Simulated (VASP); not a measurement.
# Bi2Te3 (R-3m) in VASP: a series of runs, part 3 of 3

VASP 6.6.1. Earlier steps stand in the parts before.

**6. Relaxation of cell and atoms, PBE**

This run uses another cell than the first one, of 36.32 Å³/atom.

File INCAR:

```
SYSTEM = Bi2Te3
PREC = Accurate ; ENCUT = 600
EDIFF = 1E-7 ; ISMEAR = 0
SIGMA = 0.03 ; LREAL = .False.
LASPH = .True. ; NELM = 80
ALGO = Normal ; ISIF = 3
LWAVE = .False. ; LCHARG = .False.
GGA = PE ; IBRION = 2
NSW = 90 ; EDIFFG = -0.005
KPAR = 2
```

File KPOINTS:

```
Automatic mesh
0
Gamma
  7 7 7
  0 0 0
```

File POSCAR:

```
Bi2Te3                                  
1.0
    2.2251488847      1.2846903075     10.5880270636
   -2.2251488847      1.2846903075     10.5880270636
    0.0000000000     -2.5693806152     10.5880270636
  Bi              Te            
     2     3
Direct
     0.3979722740580187    0.3979722740580187    0.3979722740580185
     0.6020277259419816    0.6020277259419816    0.6020277259419816
     0.0000000000000000    0.0000000000000000    0.0000000000000000
     0.2144917540863241    0.2144917540863241    0.2144917540863238
     0.7855082459136759    0.7855082459136759    0.7855082459136763
```

Potentials or basis: VASP PAW PBE potentials, release 64 (Bi_d, Te).

On the command line:

```bash
> cat potpaw_PBE.64/Bi_d/POTCAR potpaw_PBE.64/Te/POTCAR > POTCAR
> mpirun -np 2 vasp_std > vasp.out
```

OUTCAR:

```text
SYSTEM = Bi2Te3
   PREC = Accurate
   ENCUT = 600
   EDIFF = 1E-7
   ISMEAR = 0
   LREAL = .False.
   LASPH = .True.
   NELM = 80
   ISIF = 3
   GGA = PE
   IBRION = 2
   NSW = 90
   EDIFFG = -0.005

 ion  position               nearest neighbor table
   1  0.398  0.398  0.398-   5 3.09   5 3.09   5 3.09   3 3.29   3 3.29   3 3.29
   2  0.602  0.602  0.602-   4 3.09   4 3.09   4 3.09   3 3.29   3 3.29   3 3.29
   3  0.000  0.000  0.000-   2 3.29   1 3.29   2 3.29   2 3.29   1 3.29   1 3.29
   4  0.214  0.214  0.214-   2 3.09   2 3.09   2 3.09
   5  0.786  0.786  0.786-   1 3.09   1 3.09   1 3.09

  LATTYP: Found a trigonal (rhomboedric) cell.
 ALAT       =    10.8953216494
 COS(alpha) =     0.9165804133

  Lattice vectors:

 A1 = (   2.2251488847,   1.2846903075,  10.5880270636)
 A2 = (  -2.2251488847,   1.2846903075,  10.5880270636)
 A3 = (   0.0000000000,  -2.5693806152,  10.5880270636)

Analysis of symmetry for initial positions (statically):
=====================================================================
 Subroutine PRICEL returns:
 Original cell was already a primitive cell.

 Routine SETGRP: Setting up the symmetry group for a
 trigonal (rhombohedral) supercell.

 Subroutine GETGRP returns: Found 12 space group operations
 (whereof 12 operations were pure point group operations)
 out of a pool of 12 trial point group operations.

The static configuration has the point symmetry D_3d.

Analysis of symmetry for dynamics (positions and initial velocities):
=====================================================================
 Subroutine PRICEL returns:
 Original cell was already a primitive cell.

 Routine SETGRP: Setting up the symmetry group for a
 trigonal (rhombohedral) supercell.

 Subroutine GETGRP returns: Found 12 space group operations
 (whereof 12 operations were pure point group operations)
 out of a pool of 12 trial point group operations.

[... 127 lines left out ...]
  volume/ion in A,a.u.               =      36.32       245.10
  Fermi-wavevector in a.u.,A,eV,Ry     =   1.050624  1.985391 15.018257  1.103811
  Thomas-Fermi vector in A             =   2.185635
   LORBIT       =      0    0 simple, 1 ext, 2 COOP (PROOUT), +10 PAW based schemes
   GGA     = PE    functional components
   LHFCALC =     F    Hartree Fock is set to
   AEXX    =    0.0000 exact exchange contribution
   IVDW    =     0    specifies the selected vdW correction
   LEPSILON=     F    determine dielectric tensor
   LRPA    =     F    only Hartree local field effects (RPA)
 conjugate gradient relaxation of ions
 non-spin polarized calculation
 Gauss-broadening in eV      SIGMA  =   0.03
  energy-cutoff  :      600.00
  volume of cell :      181.60
 maximum number of plane-waves:      6083
 NGX is ok and might be reduce to    90
   NGX = 43   NGY = 43   NGZ = 43

--------------------------------------- Ionic step        1  -------------------------------------------

 number of electron      48.0000001 magnetization

 Free energy of the ion-electron system (eV)
  ---------------------------------------------------
  ext. energy  EPLUGINS =         0.00000000
  ---------------------------------------------------
  free energy    TOTEN  =       -18.39997160 eV

  energy without entropy =      -18.39997160  energy(sigma->0) =      -18.39997160

------------------------ aborting loop because EDIFF is reached ----------------------------------------

  FORCE on cell =-STRESS in cart. coord.  units (eV):
  Direction    XX          YY          ZZ          XY          YZ          ZX
  --------------------------------------------------------------------------------------
  -------------------------------------------------------------------------------------
  Total       -0.0127541     -0.0127541      0.0026197      0.0000000     -0.0000000      0.0000000
  in kB       -0.1125214     -0.1125214      0.0231119      0.0000000     -0.0000000      0.0000000
  external PRESSURE =      -0.0673103 kB  Pullay stress =       0.0000000 kB
[... 65 lines left out ...]
--------------------------------------- Ionic step        3  -------------------------------------------

 number of electron      48.0000001 magnetization

 Free energy of the ion-electron system (eV)
  ---------------------------------------------------
  ext. energy  EPLUGINS =         0.00000000
  ---------------------------------------------------
  free energy    TOTEN  =       -18.39998415 eV

  energy without entropy =      -18.39998415  energy(sigma->0) =      -18.39998415

 E-fermi :   5.3710     XC(G=0):  -8.9811

 val. band max:        5.1887913371   @ k =   0.0000   0.0000   0.0000
 cond. band min:       5.6458133459   @ k =   0.0000   0.0000   0.0000
 fundamental gap:      0.4570220088
 Fermi energy:         5.3709752450

 k-point     1 :       0.0000    0.0000    0.0000
  band No.  band energies     occupation
      1     -17.7953      2.00000
      2     -17.7953      2.00000
      3     -17.7941      2.00000
      4     -17.7941      2.00000
      5     -17.7901      2.00000
      6     -17.7890      2.00000
[... 733 lines left out ...]
     27       7.1600      0.00000
     28       7.6062      0.00000

 [... further k-points ...]
[... 5 lines left out ...]
  --------------------------------------------------------------------------------------
  -------------------------------------------------------------------------------------
  Total        0.0070950      0.0070950      0.0163316      0.0000000     -0.0000000      0.0000000
  in kB        0.0626177      0.0626177      0.1441363      0.0000000     -0.0000000      0.0000000
  external PRESSURE =       0.0897906 kB  Pullay stress =       0.0000000 kB
[... 20 lines left out ...]
  FREE ENERGIE OF THE ION-ELECTRON SYSTEM (eV)
  ---------------------------------------------------
  free  energy   TOTEN  =       -18.3999841531 eV

  energy  without entropy=      -18.3999841531  energy(sigma->0) =      -18.39998415

 reached required accuracy - stopping structural energy minimisation
```

Wall time 17 min (2 MPI ranks of Intel Xeon 6975P-C (Granite Rapids), shared host); peak memory 1.5 GiB.

Results:

| Property | Result |
| --- | --- |
| Free energy | -18.4000 eV |
| Relaxed volume | 36.31 Å³/atom |
| Relaxed cell | a = 10.896 Å, b = 10.896 Å, c = 10.896 Å, α = 23.56°, β = 23.56°, γ = 23.56° |
| Space group after relaxing (to 0.1 Å) | R-3m (No. 166) |
| Energy gained by relaxing | 0.0 meV/atom |
| Ionic steps | 3 |
| Pressure after relaxing | 0.0 GPa |
| Largest force after relaxing | 0.005 eV/Å |
| Band gap on the k mesh | 0.46 eV |

Forces in eV/Å, atoms in the order of the input:
```
Bi   0.000  0.000 -0.005
Bi   0.000  0.000  0.005
Te   0.000  0.000  0.000
Te   0.000  0.000  0.003
Te   0.000  0.000 -0.003
```

Final structure:
```
Bi Te
1.0
     2.22470    1.28443   10.58847
    -2.22470    1.28443   10.58847
     0.00000   -2.56886   10.58847
Bi Te
2 3
Direct
  0.39795 0.39795 0.39795
  0.60205 0.60205 0.60205
  0.00000 0.00000 0.00000
  0.21450 0.21450 0.21450
  0.78550 0.78550 0.78550
```

Levels at points of the mesh, in eV from the valence-band top:
```tsv
k point	band 22	band 23	band 24	band 25	band 26	band 27
(0.00, 0.00, 0.00)	-0.65	-0.65	0.00	0.46	1.02	1.02
```

Caveat: spin-orbit coupling is left out, which moves the levels of the heavy elements; an odd mesh through Γ misses points on the zone boundary, where band edges can lie. As with any semilocal functional, this PBE gap is likely too small.

**7. Summary**

| task | level | cell | gap on the mesh (eV) | pressure (GPa) | relaxed volume (Å³/atom) |
| --- | --- | --- | --- | --- | --- |
| relaxation of shape and atoms at fixed volume | PBE+D3(BJ) | atoms relaxed from a = 10.405 Å, angles 24.3°, 5 atoms, atomic positions A | 0.25 | 0.0 | - |
| relaxation of cell and atoms | PBEsol | relaxed from a = 10.476 Å, angles 24.2°, 5 atoms, atomic positions A | 0.20 | 0.0 | 33.55 |
| relaxation of cell and atoms | PBEsol | relaxed from a = 10.396 Å, angles 24.3°, 5 atoms, atomic positions B | 0.20 | 0.0 | - |
| relaxation of cell and atoms | PBE | relaxed from a = 10.476 Å, angles 24.2°, 5 atoms, atomic positions A | 0.46 | 0.0 | 36.32 |
| relaxation of cell and atoms | PBE | relaxed from a = 10.895 Å, angles 23.6°, 5 atoms, atomic positions C | 0.46 | 0.0 | 36.31 |

Alike in all rows: potentials or basis VASP PAW PBE potentials, release 64 (Bi_d, Te); no spin polarisation; k mesh 7 × 7 × 7; cutoff (eV) 600; smearing gaussian 0.03 eV.

Caveats: spin-orbit coupling is left out, which moves the levels of the heavy elements; an odd mesh through Γ misses points on the zone boundary, where band edges can lie; the relaxation stopped at its first step, so nothing moved (at least some runs); the PAW data sets were made with another functional, which shifts forces and pressure a little (at least some runs).

Absolute energies hang on the potentials; compare differences alone.

**8. Comparison with measurements**

Step 2. Against the measured gap of Bi2Te3, 0.17 eV (quoted in “Vacancy and Antisite-Induced Ferromagnetism in Liquid-Phase Exfoliated Bi2Te3”, 2024, arxiv:2412.10539), the calculated 0.25 eV is off by +0.08 eV. Spin-orbit coupling on Bi, Te is left out. The value is that of PBE+D3(BJ) on a finite k mesh, which can miss the band edges, without temperature or zero-point motion.
